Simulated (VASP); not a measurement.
A run of VASP 6.6.1 is set up as follows.

INCAR

```
SYSTEM = Rh
ALGO = Fast
EDIFF = 1E-6
ENCUT = 520
GGA = PS
ISIF = 2
ISMEAR = 0
LASPH = .True.
LCHARG = .True.
LELF = .True.
LREAL = .False.
LVHAR = .True.
LWAVE = .False.
NBANDS = 22
NELM = 60
PREC = Accurate
SIGMA = 0.15
```

Contents of KPOINTS:

```
k-points
0
Gamma
  24 24 14
  0 0 0
```

File POSCAR:

```
Rh
1.0
    2.6887360848      0.0000000000      0.0000000000
   -1.3443680424      2.3285137535      0.0000000000
    0.0000000000      0.0000000000      4.3290202437
Rh
2
Direct
    0.6666666667      0.3333333333      0.7742549108
    0.3333333333      0.6666666667      0.2257450892
```

Potentials or basis: VASP PAW PBE potentials, release 64 (Rh_pv).

Run with:

```console
$ cat potpaw_PBE.64/Rh_pv/POTCAR > POTCAR
$ mpirun -np 1 vasp_std > vasp.out
```

Problem. What does it give for the band gap on the k mesh?

Solution. Zero (bands 15 and 16 overlap by 2.27 eV).

Problem. Estimate the largest force.

Solution. 2.634 eV/Å.

Problem. Predict the pressure.

Solution. 7.9 GPa.

Stress tensor (GPa, compression positive):
```
 5.82  0.00  0.00
 0.00  5.82  0.00
 0.00  0.00 11.97
```

Caveat: the cell differs from its parent crystal (atoms displaced along a vibrational mode); the stress differs along the axes, from 6 to 12 GPa; the PAW data sets were made with another functional, which shifts forces and pressure a little.
